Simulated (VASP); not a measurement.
## HfN: relaxation of cell and atoms with PBE

HfN:

```xyz
2
Lattice="0.0000 2.2744 2.2744 2.2744 0.0000 2.2744 2.2744 2.2744 0.0000" Properties=species:S:1:pos:R:3 pbc="T T T"
Hf    0.0000    0.0000    0.0000
N     2.2744    2.2744    2.2744
```

```yaml
Program: VASP 6.6.1
Task: relaxation of cell and atoms
Functional: PBE
Potentials_or_basis: VASP PAW PBE potentials, release 64 (Hf_pv, N)
Cutoff: 600 eV
k_mesh: 16 × 16 × 16
Occupations: fermi-dirac, width 0.15 eV
Spin: no spin polarisation
Target_pressure: 20 GPa
Dipole_correction: no
Further_INCAR_settings: ALGO = Normal; EDIFF = 1e-07; IBRION = 2; EDIFFG = -0.001; NSW = 80; ISIF = 3
```

```json
{
  "Relaxed volume": "10.93 Å³/atom",
  "Relaxed cell": "a = 3.138 Å, b = 3.138 Å, c = 3.138 Å, α = 60.00°, β = 60.00°, γ = 60.00°",
  "Space group after relaxing (to 0.1 Å)": "Fm-3m (No. 225)",
  "Energy change on relaxing (the run minimises the enthalpy)": "+42.1 meV/atom",
  "Ionic steps": "7",
  "Pressure after relaxing": "20.0 GPa",
  "Band gap on the k mesh": "zero (an odd number of electrons rules out a gap without spin polarisation)"
}
```

The path:
| step | energy change (eV) | largest force (eV/Å) | pressure (GPa) | volume (Å³) |
| --- | --- | --- | --- | --- |
| 1 | 0.0000 | 0.0000 | -2.43 | 23.53 |
| 2 | 1.3535 | 0.0000 | 108.29 | 18.35 |
| 3 | 0.0717 | 0.0000 | 18.36 | 21.96 |
| 4 | 0.0816 | 0.0000 | 19.68 | 21.88 |
| 5 | 0.0856 | 0.0000 | 20.20 | 21.84 |
| 6 | 0.0809 | 0.0000 | 19.59 | 21.88 |
| 7 | 0.0841 | 0.0000 | 20.01 | 21.86 |

Final structure:
```
Hf N
1.0
     0.00000    2.21914    2.21914
     2.21914    0.00000    2.21914
     2.21914    2.21914    0.00000
Hf N
1 1
Direct
  0.00000 0.00000 0.00000
  0.50000 0.50000 0.50000
```

Levels at points of the mesh, in eV from the Fermi level:
```tsv
k point	band 4	band 5	band 6	band 7	band 8	band 9	band 10	band 11
(0.00, 0.00, 0.00)	-17.84	-3.10	-3.10	-3.10	-0.39	-0.39	-0.39	2.09
(0.50, 0.00, 0.00)	-14.79	-9.21	-6.47	-6.47	3.52	3.98	3.98	4.71
(0.50, 0.50, 0.00)	-16.74	-5.40	-4.06	-3.72	-3.72	4.39	5.95	5.95
```

Run time: 2.7 min on 1 thread of Intel Xeon 8259CL, on a shared host, peak memory 0.21 GiB.

Caveat: the cell is relaxed towards a set pressure, so the run minimises the enthalpy, not the energy; spin-orbit coupling is left out, which moves the levels of the heavy elements; an odd number of electrons without spin polarisation forces a metal; a magnetic or distorted state may lie lower.
